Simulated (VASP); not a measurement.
Here is a VASP 6.6.1 calculation.

The input POSCAR:

```
Mn3Si
1.0
    0.0000000000      2.8211339088      2.8211339088
    2.8211339088      0.0000000000      2.8211339088
    2.8211339088      2.8211339088      0.0000000000
Mn Si
3 1
Direct
    0.5000000000      0.5000000000      0.5000000000
    0.2500000000      0.2500000000      0.2500000000
    0.7500000000      0.7500000000      0.7500000000
    0.0000000000      0.0000000000      0.0000000000
```

INCAR.step1

```
  PREC = Accurate
  ENCUT = 520
  ISMEAR = 0
  SIGMA = 0.1
  LREAL = False
  LASPH = True
  NELM = 150
  ISPIN = 2
  MAGMOM = 4 -4 -4 0
  LMAXMIX = 4
  NBANDS = 34
  GGA = PE
  ALGO = Normal
  EDIFF = 1E-4
  LWAVE = True
  LCHARG = False
```

Contents of INCAR.step2:

```
  PREC = Accurate
  ENCUT = 520
  EDIFF = 1E-6
  ISMEAR = 0
  SIGMA = 0.1
  LREAL = False
  LASPH = True
  NELM = 150
  ALGO = Normal
  ISIF = 2
  LWAVE = False
  LCHARG = False
  ISPIN = 2
  MAGMOM = 4 -4 -4 0
  LORBIT = 11
  LMAXMIX = 4
  METAGGA = R2SCAN
  LMIXTAU = True
  NBANDS = 34
  ISTART = 1
```

KPOINTS

```
regular mesh
0
Gamma
  14 14 14
```

Potentials or basis: VASP PAW PBE potentials, release 64 (Mn_pv, Si).

Run with:

```bash
$ cat potpaw_PBE.64/Mn_pv/POTCAR potpaw_PBE.64/Si/POTCAR > POTCAR
$ cp INCAR.step1 INCAR
$ mpirun -np 1 vasp_std > vasp.out
$ cp INCAR.step2 INCAR
$ mpirun -np 1 vasp_std > vasp.out
```

Task: Predict the pressure.

Result: 0.6 GPa.

Task: Estimate the site moments.

Result: Mn +3.18, -1.14 (each value once); Si +0.08 μB.

Task: What does it give for the band gap on the k mesh?

Result: Zero (filled and empty bands overlap).

Caveat: the PAW data sets were made with another functional, which shifts forces and pressure a little.
